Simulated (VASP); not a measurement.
# C (Cmmm) in VASP: a series of runs, part 2 of 2

VASP 6.6.1. The steps go on from the part before.

## (3) Single point, LDA

This run uses another cell than the first one: it holds 16 atoms, not 8.

File INCAR:

```
SYSTEM = C
ALGO = Normal
EDIFF = 1E-6
ENCUT = 520
GGA = CA
ISIF = 2
ISMEAR = 0
LASPH = .True.
LCHARG = .False.
LREAL = Auto
LWAVE = .False.
NBANDS = 46
NELM = 100
PREC = Accurate
SIGMA = 0.05
```

File KPOINTS:

```
k-points
0
Gamma
  6 6 6
  0 0 0
```

File POSCAR:

```
C
1.0
   -4.2065455176      0.0000000000      0.0000000000
    0.0000000000      0.0000000000     -4.9713232235
    2.1032727588     -4.3337146138      2.4856616118
C
16
Direct
    0.0184118628      0.8333499133      0.6666998266
    0.0184118628      0.3333499133      0.6666998266
    0.9815881372      0.1666500867      0.3333001734
    0.9815881372      0.6666500867      0.3333001734
    0.6482879639      0.8333499133      0.6666998266
    0.6482879639      0.3333499133      0.6666998266
    0.3517120361      0.6666500867      0.3333001734
    0.3517120361      0.1666500867      0.3333001734
    0.7739231855      0.3392386407      0.1784772814
    0.7739231855      0.8392386407      0.1784772814
    0.2260768145      0.1607613593      0.8215227186
    0.2260768145      0.6607613593      0.8215227186
    0.4045540959      0.3392386407      0.1784772814
    0.4045540959      0.8392386407      0.1784772814
    0.5954459041      0.1607613593      0.8215227186
    0.5954459041      0.6607613593      0.8215227186
```

Potentials or basis: VASP PAW LDA potentials, release 64 (C).

Command:

```
> cat potpaw_LDA.64/C/POTCAR > POTCAR
> mpirun -np 1 vasp_std > vasp.out
```

OUTCAR:

```text
SYSTEM = C
   EDIFF = 1E-6
   ENCUT = 520
   GGA = CA
   ISIF = 2
   ISMEAR = 0
   LASPH = .True.
   LREAL = Auto
   NELM = 100
   PREC = Accurate

 ion  position               nearest neighbor table
   1  0.018  0.833  0.667-  11 1.51  12 1.51   4 1.54   5 1.56
   2  0.018  0.333  0.667-  12 1.51  11 1.51   3 1.54   6 1.56
   3  0.982  0.167  0.333-  10 1.51   9 1.51   2 1.54   8 1.56
   4  0.982  0.667  0.333-   9 1.51  10 1.51   1 1.54   7 1.56
   5  0.648  0.833  0.667-  15 1.51  16 1.51   7 1.54   1 1.56
   6  0.648  0.333  0.667-  16 1.51  15 1.51   8 1.54   2 1.56
[... 8 lines left out ...]
  15  0.595  0.161  0.822-   5 1.51   6 1.51   9 1.55  11 1.55
  16  0.595  0.661  0.822-   6 1.51   5 1.51  10 1.55  12 1.55

  LATTYP: Found a body centered orthorhombic cell.
 ALAT       =     4.2065455176
 B/A-ratio  =     1.1818065923
 C/A-ratio  =     2.0604624843

  Lattice vectors:

 A1 = (  -2.1032727588,   4.3337146138,  -2.4856616118)
 A2 = (   2.1032727588,   4.3337146138,   2.4856616117)
 A3 = (   2.1032727588,  -4.3337146138,  -2.4856616117)

Analysis of symmetry for initial positions (statically):
=====================================================================
 Subroutine PRICEL returns following result:

  LATTYP: Found a base centered orthorhombic cell.
 ALAT       =     4.2065455176
 B/A-ratio  =     2.0604624843
 C/A-ratio  =     0.5909032961

  Lattice vectors:

 A1 = (   2.1032727588,   4.3337146138,  -0.0000000001)
 A2 = (   2.1032727588,  -4.3337146138,   0.0000000001)
 A3 = (   0.0000000000,   0.0000000000,  -2.4856616117)

   2 primitive cells build up your supercell.

 Routine SETGRP: Setting up the symmetry group for a
[... 161 lines left out ...]
   IALGO  =     38    algorithm
   IMIX   =      4    mixing-type and parameters
     AMIX     =   0.40;   BMIX     =  1.00
     AMIX_MAG =   1.60;   BMIX_MAG =  1.00
  volume/ion in A,a.u.               =       5.66        38.22
  Fermi-wavevector in a.u.,A,eV,Ry     =   1.457859  2.754954 28.917181  2.125353
  Thomas-Fermi vector in A             =   2.574611
   LORBIT       =      0    0 simple, 1 ext, 2 COOP (PROOUT), +10 PAW based schemes
   GGA     = CA    functional components
   LHFCALC =     F    Hartree Fock is set to
   AEXX    =    0.0000 exact exchange contribution
   IVDW    =     0    specifies the selected vdW correction
   LEPSILON=     F    determine dielectric tensor
   LRPA    =     F    only Hartree local field effects (RPA)
 non-spin polarized calculation
 Gauss-broadening in eV      SIGMA  =   0.05
  energy-cutoff  :      520.00
  volume of cell :       90.63
 maximum number of plane-waves:      2462
   NGX = 15   NGY = 19   NGZ = 21

 number of electron      64.0000003 magnetization

 Free energy of the ion-electron system (eV)
  ---------------------------------------------------
  ext. energy  EPLUGINS =         0.00000000
  ---------------------------------------------------
  free energy    TOTEN  =      -159.72196063 eV

  energy without entropy =     -159.72196063  energy(sigma->0) =     -159.72196063

 E-fermi :  10.2219     XC(G=0): -13.4565

 val. band max:        9.9271112521   @ k =   0.0000   0.0000   0.5000
 cond. band min:      13.0072996264   @ k =   0.0000  -0.3333   0.1667
 fundamental gap:      3.0801883742
 Fermi energy:        10.2219031981

 k-point     1 :       0.0000    0.0000    0.0000
  band No.  band energies     occupation
      1     -11.8074      2.00000
      2      -6.7487      2.00000
      3      -6.4609      2.00000
      4      -6.4523      2.00000
      5      -5.5179      2.00000
      6      -5.0509      2.00000
[... 1117 lines left out ...]
     43      17.6349      0.00000
     44      17.6510      0.00000

 [... further k-points ...]

 [bands above 44 left out]

------------------------ aborting loop because EDIFF is reached ----------------------------------------

  FORCE on cell =-STRESS in cart. coord.  units (eV):
  Direction    XX          YY          ZZ          XY          YZ          ZX
  --------------------------------------------------------------------------------------
  -------------------------------------------------------------------------------------
  Total        0.8150846      0.8414101      0.8454432      0.0000000     -0.0000000     -0.0000000
  in kB       14.4097148     14.8751166     14.9464172      0.0000000     -0.0000000     -0.0000000
  external PRESSURE =      14.7437495 kB  Pullay stress =       0.0000000 kB

 VOLUME and BASIS-vectors are now :
 -----------------------------------------------------------------------------
  energy-cutoff  :      520.00
  volume of cell :       90.63
      direct lattice vectors                 reciprocal lattice vectors
    -4.206545518  0.000000000  0.000000000    -0.237724754 -0.115374464  0.000000000
     0.000000000  0.000000000 -4.971323223     0.000000000 -0.115374464 -0.201153688
     2.103272759 -4.333714614  2.485661612     0.000000000 -0.230748928  0.000000000

 POSITION                                       TOTAL-FORCE (eV/Angst)
 -----------------------------------------------------------------------------------
      1.32480     -2.88929     -2.48566         0.005414      0.000346     -0.000000
      1.32480     -2.88929      0.00000         0.005414      0.000346     -0.000000
     -3.42807     -1.44443      0.00000        -0.005414     -0.000346      0.000000
     -3.42807     -1.44443     -2.48566        -0.005414     -0.000346      0.000000
     -1.32480     -2.88929     -2.48566        -0.005414      0.000346     -0.000000
     -1.32480     -2.88929      0.00000        -0.005414      0.000346     -0.000000
[... 8 lines left out ...]
     -0.77688     -3.56025      1.24283        -0.019098      0.000224     -0.000000
     -0.77688     -3.56025     -1.24283        -0.019098      0.000224     -0.000000
 -----------------------------------------------------------------------------------
    total drift:                                0.000000     -0.000000     -0.000000

  FREE ENERGIE OF THE ION-ELECTRON SYSTEM (eV)
  ---------------------------------------------------
  free  energy   TOTEN  =      -159.7219606283 eV

  energy  without entropy=     -159.7219606283  energy(sigma->0) =     -159.72196063
```

OSZICAR:

```text
N       E                     dE             d eps       ncg     rms          rms(c)
DAV:   1     0.166071497248E+03    0.16607E+03   -0.34120E+04  4232   0.137E+03
DAV:   2    -0.153280897264E+03   -0.31935E+03   -0.30138E+03  5408   0.268E+02
DAV:   3    -0.166655520825E+03   -0.13375E+02   -0.13264E+02  5480   0.514E+01
DAV:   4    -0.166841705167E+03   -0.18618E+00   -0.18560E+00  5496   0.659E+00
DAV:   5    -0.166845798255E+03   -0.40931E-02   -0.40889E-02  5292   0.934E-01    0.166E+01
DAV:   6    -0.161530379873E+03    0.53154E+01   -0.38970E+00  4810   0.812E+00    0.959E+00
DAV:   7    -0.159723501959E+03    0.18069E+01   -0.43488E+00  4956   0.865E+00    0.220E+00
DAV:   8    -0.159722183880E+03    0.13181E-02   -0.12519E-01  5280   0.161E+00    0.447E-01
DAV:   9    -0.159721992808E+03    0.19107E-03   -0.72142E-03  5230   0.414E-01    0.764E-02
DAV:  10    -0.159721965119E+03    0.27689E-04   -0.74085E-04  5178   0.126E-01    0.304E-02
DAV:  11    -0.159721960149E+03    0.49707E-05   -0.33583E-05  5404   0.274E-02    0.140E-02
DAV:  12    -0.159721960628E+03   -0.47973E-06   -0.32030E-06  4802   0.916E-03
   1 F= -.15972196E+03 E0= -.15972196E+03  d E =-.104584E-18
```

Run time: 2.1 min. Hardware: 1 thread of Intel Xeon 6975P-C (Granite Rapids), shared host; peak memory 0.24 GiB.

What came out:

| Property | Result |
| --- | --- |
| Free energy | -159.7220 eV |
| Pressure | 1.5 GPa |
| Largest force | 0.019 eV/Å |
| Band gap on the k mesh | 3.08 eV |

Forces on the atoms (eV/Å):
```
C    0.005  0.000  0.000
C    0.005  0.000  0.000
C   -0.005  0.000  0.000
C   -0.005  0.000  0.000
C   -0.005  0.000  0.000
C   -0.005  0.000  0.000
C    0.005  0.000  0.000
C    0.005  0.000  0.000
C   -0.019  0.000  0.000
C   -0.019  0.000  0.000
C    0.019  0.000  0.000
C    0.019  0.000  0.000
C    0.019  0.000  0.000
C    0.019  0.000  0.000
C   -0.019  0.000  0.000
C   -0.019  0.000  0.000
```
